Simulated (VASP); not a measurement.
# C6O in VASP: single point with PBE+D3(BJ)

Aim: the single point of C6O with PBE+D3(BJ).

Everything below comes from runs of VASP 6.6.1. Logs are shortened: lines on timing, memory, paths and dates and some standing lists are left out, and cuts for length are marked.

## 1. The cell of the first run

The cell holds a slab with vacuum, 7 atoms: a = 2.465 Å, b = 2.465 Å, c = 25.699 Å, α = 90.00°, β = 90.00°, γ = 120.00°.

## 2. Single point, PBE+D3(BJ), collinear spin, ferromagnetic start

File INCAR:

```
SYSTEM = C6O
PREC = Accurate
ENCUT = 520
EDIFF = 1E-6
ISMEAR = 0
SIGMA = 0.05
LREAL = .False.
LASPH = .True.
NELM = 150
ALGO = Normal
ISIF = 2
LWAVE = .False.
LCHARG = .False.
ISPIN = 2
MAGMOM = 0 0 0 0 0 0 2
LORBIT = 11
LDIPOL = .True.
IDIPOL = 3
DIPOL = 0.5 0.5 0.488
GGA = PE
IVDW = 12
NBANDS = 28
```

File KPOINTS:

```
regular mesh
0
Gamma
  12 12 1
  0 0 0
```

File POSCAR:

```
C6O
1.0
    2.4650495083      0.0000000000      0.0000000000
   -1.2325247541      2.1347954958      0.0000000000
    0.0000000000      0.0000000000     25.6987123425
C O
6 1
Direct
    0.6666666667      0.3333333333      0.3307558716
    0.3333333333      0.6666666667      0.3308185209
    0.3333333333      0.6666666667      0.4612669641
    0.0000000000      0.0000000000      0.4614567036
    0.0000000000      0.0000000000      0.5835271227
    0.6666666667      0.3333333333      0.5977756376
    0.6666666667      0.3333333333      0.6529789043
```

Potentials or basis: VASP PAW PBE potentials, release 64 (C, O).

The run is started by

```bash
$ cat potpaw_PBE.64/C/POTCAR potpaw_PBE.64/O/POTCAR > POTCAR
$ mpirun -np 1 vasp_std > vasp.out
```

OUTCAR:

```text
SYSTEM = C6O
   PREC = Accurate
   ENCUT = 520
   EDIFF = 1E-6
   ISMEAR = 0
   LREAL = .False.
   LASPH = .True.
   NELM = 150
   ISIF = 2
   ISPIN = 2
   LORBIT = 11
   GGA = PE
   IVDW = 12
 IVDW          = 12

 ion  position               nearest neighbor table
   1  0.667  0.333  0.331-   2 1.42   2 1.42   2 1.42
   2  0.333  0.667  0.331-   1 1.42   1 1.42   1 1.42
   3  0.333  0.667  0.461-   4 1.42   4 1.42   4 1.42
   4  0.000  0.000  0.461-   3 1.42   3 1.42   3 1.42
   5  0.000  0.000  0.584-   6 1.47   6 1.47   6 1.47
   6  0.667  0.333  0.598-   7 1.42   5 1.47   5 1.47   5 1.47
   7  0.667  0.333  0.653-   6 1.42

  LATTYP: Found a hexagonal cell.
 ALAT       =     2.4650495083
 C/A-ratio  =    10.4252317270

  Lattice vectors:

 A1 = (   2.4650495083,   0.0000000000,   0.0000000000)
 A2 = (  -1.2325247541,   2.1347954958,   0.0000000000)
 A3 = (   0.0000000000,   0.0000000000,  25.6987123425)

Analysis of symmetry for initial positions (statically):
=====================================================================
 Subroutine PRICEL returns:
 Original cell was already a primitive cell.

 Routine SETGRP: Setting up the symmetry group for a
 hexagonal supercell.

 Subroutine GETGRP returns: Found  6 space group operations
 (whereof  6 operations were pure point group operations)
 out of a pool of 24 trial point group operations.

The static configuration has the point symmetry C_3v.

Analysis of symmetry for dynamics (positions and initial velocities):
=====================================================================
 Subroutine PRICEL returns:
 Original cell was already a primitive cell.

 Routine SETGRP: Setting up the symmetry group for a
 hexagonal supercell.

 Subroutine GETGRP returns: Found  6 space group operations
 (whereof  6 operations were pure point group operations)
 out of a pool of 24 trial point group operations.

The dynamic configuration has the point symmetry C_3v.

Analysis of structural, dynamic, and magnetic symmetry:
=====================================================================
 Subroutine PRICEL returns:
 Original cell was already a primitive cell.

 Routine SETGRP: Setting up the symmetry group for a
 hexagonal supercell.

 Subroutine GETGRP returns: Found  6 space group operations
 (whereof  6 operations were pure point group operations)
 out of a pool of 24 trial point group operations.

[... 149 lines left out ...]
  ---------------------------------------------------
  ext. energy  EPLUGINS =         0.00000000
  ---------------------------------------------------
  free energy    TOTEN  =       -57.83007069 eV

  energy without entropy =      -57.82728987  energy(sigma->0) =      -57.82868028

 E-fermi :  -1.5096     XC(G=0):  -4.9960

 val. band max:       -1.5207909959   @ k =   0.4167   0.0833   0.0000
 cond. band min:      -1.5075506340   @ k =   0.3333   0.3333   0.0000
 fundamental gap:      0.0132403619
 Fermi energy:        -1.5095698581

 spin component 1

 k-point     1 :       0.0000    0.0000    0.0000
  band No.  band energies     occupation
      1     -24.2776      1.00000
      2     -21.0833      1.00000
      3     -20.9298      1.00000
      4     -18.8231      1.00000
      5      -9.8437      1.00000
      6      -9.3223      1.00000
[... 559 lines left out ...]
     26      12.6926      0.00000
     27      12.7472      0.00000
 Fermi energy:        -1.5095698581

 spin component 2

 k-point     1 :       0.0000    0.0000    0.0000
  band No.  band energies     occupation
      1     -23.5066      1.00000
      2     -21.0834      1.00000
      3     -20.9297      1.00000
      4     -18.0360      1.00000
      5      -9.6635      1.00000
      6      -8.9306      1.00000
[... 559 lines left out ...]
     26      12.7240      0.00000
     27      13.0494      0.00000
 [bands above 27 left out]

------------------------ aborting loop because EDIFF is reached ----------------------------------------

 vacuum level on the upper side and lower side of the slab       (xc-potential included)         1.804        -1.737

 Edisp (eV)   -0.90102

 E8    (eV) :    -0.2611

  FORCE on cell =-STRESS in cart. coord.  units (eV):
  Direction    XX          YY          ZZ          XY          YZ          ZX
  --------------------------------------------------------------------------------------
  -------------------------------------------------------------------------------------
  Total       3.81736     3.81736     0.30503     0.00000    -0.00000     0.00000
  in kB      45.22522    45.22522     3.61377     0.00000    -0.00000     0.00000
  external pressure =       31.35 kB  Pullay stress =        0.00 kB

 VOLUME and BASIS-vectors are now :
 -----------------------------------------------------------------------------
  energy-cutoff  :      520.00
  volume of cell :      135.24
      direct lattice vectors                 reciprocal lattice vectors
     2.465049508  0.000000000  0.000000000     0.405671365  0.234214472  0.000000000
    -1.232524754  2.134795496  0.000000000     0.000000000  0.468428944  0.000000000
     0.000000000  0.000000000 25.698712342     0.000000000  0.000000000  0.038912455

 POSITION                                       TOTAL-FORCE (eV/Angst)
 -----------------------------------------------------------------------------------
      1.23252      0.71160      8.50000        -0.000000     -0.000000      0.009791
     -0.00000      1.42320      8.50161         0.000000     -0.000000     -0.014648
     -0.00000      1.42320     11.85397         0.000000     -0.000000     -0.002862
      0.00000      0.00000     11.85884         0.000000     -0.000000      0.006344
      0.00000      0.00000     14.99590         0.000000     -0.000000     -0.027995
      1.23252      0.71160     15.36206        -0.000000      0.000000     -0.202158
      1.23252      0.71160     16.78072        -0.000000     -0.000000      0.231527
 -----------------------------------------------------------------------------------
    total drift:                                0.000000      0.000000     -0.000011

  FREE ENERGIE OF THE ION-ELECTRON SYSTEM (eV)
  ---------------------------------------------------
  free  energy   TOTEN  =       -58.7310869226 eV

  energy  without entropy=      -58.7283060959  energy(sigma->0) =      -58.72969651

 vacuum level on the upper side and lower side of the slab         6.534         2.882

 total charge

# of ion       s       p       d       tot
------------------------------------------
    1        0.863   1.788   0.000   2.651
    2        0.863   1.787   0.000   2.650
    3        0.864   1.784   0.000   2.648
    4        0.863   1.787   0.000   2.650
    5        0.883   1.693   0.000   2.576
    6        0.845   1.774   0.000   2.619
    7        1.628   3.221   0.000   4.849
--------------------------------------------------
tot          6.810  13.834   0.000  20.644

 magnetization (x)

# of ion       s       p       d       tot
------------------------------------------
    1       -0.000  -0.000   0.000  -0.000
    2        0.000  -0.000   0.000   0.000
    3        0.001   0.004   0.000   0.004
    4       -0.000  -0.004   0.000  -0.004
    5        0.014   0.227   0.000   0.241
    6       -0.005  -0.020   0.000  -0.026
    7        0.009   0.805   0.000   0.813
--------------------------------------------------
tot          0.018   1.010   0.000   1.028
```

stdout:

```text
POSCAR found type information on POSCAR C O
 POSCAR found :  2 types and       7 ions
 scaLAPACK will be used
 LDA part: xc-table for (Slater+PW92), standard interpolation
 POSCAR, INCAR and KPOINTS ok, starting setup
 FFT: planning ... GRIDC
 FFT: planning ... GRID_SOFT
 FFT: planning ... GRID
 WAVECAR not read
 entering main loop
```

Wall time 4.5 min (1 thread of Intel Xeon Platinum 8375C at 2.90GHz (Ice Lake), shared host); peak memory 0.34 GiB.

What came out:

* Free energy: -58.7311 eV
* Largest force: 0.232 eV/Å
* Net moment: 1.29 μB per cell
* Site moments: C -0.00, +0.00, +0.24, -0.03; O +0.81 μB
* Valence electrons inside the program's atomic spheres: C 2.65, 2.58, 2.62; O 4.85
* Dispersion energy per atom: -0.129 eV

Forces on the atoms (eV/Å):
```
C    0.000  0.000  0.010
C    0.000  0.000 -0.015
C    0.000  0.000 -0.003
C    0.000  0.000  0.006
C    0.000  0.000 -0.028
C    0.000  0.000 -0.202
O    0.000  0.000  0.232
```
